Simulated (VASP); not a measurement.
The system is BAs.

```
B As
1.0
     0.00000    2.37991    2.37991
     2.37991    0.00000    2.37991
     2.37991    2.37991    0.00000
B As
1 1
Cartesian
  0.0000 0.0000 0.0000
  1.1900 1.1900 1.1900
```

This cell differs from its parent crystal: strain -0.5%.

Base run:

- Program: VASP 6.6.1
- Functional: PBE
- Potentials or basis: VASP PAW PBE potentials, release 64 (B, As)
- Cutoff: 520 eV
- k mesh: 10 × 10 × 10
- Occupations: fermi-dirac, width 0.02 eV
- Spin: no spin polarisation

Its results: band gap on the k mesh 1.16 eV (least direct gap 3.29 eV); pressure 5.0 GPa.

Problem. The run is repeated on the same cell with these changes: functional from PBE to r2SCAN; occupations from fermi-dirac, width 0.02 eV to gaussian, width 0.01 eV. What comes out?

Solution. Band gap on the k mesh 1.36 eV (least direct gap 3.46 eV); pressure 2.5 GPa.

Caveats: the cell stands under pressure (at least some runs); the PAW data sets were made with another functional, which shifts forces and pressure a little (at least some runs).

A k mesh can miss the band edges.
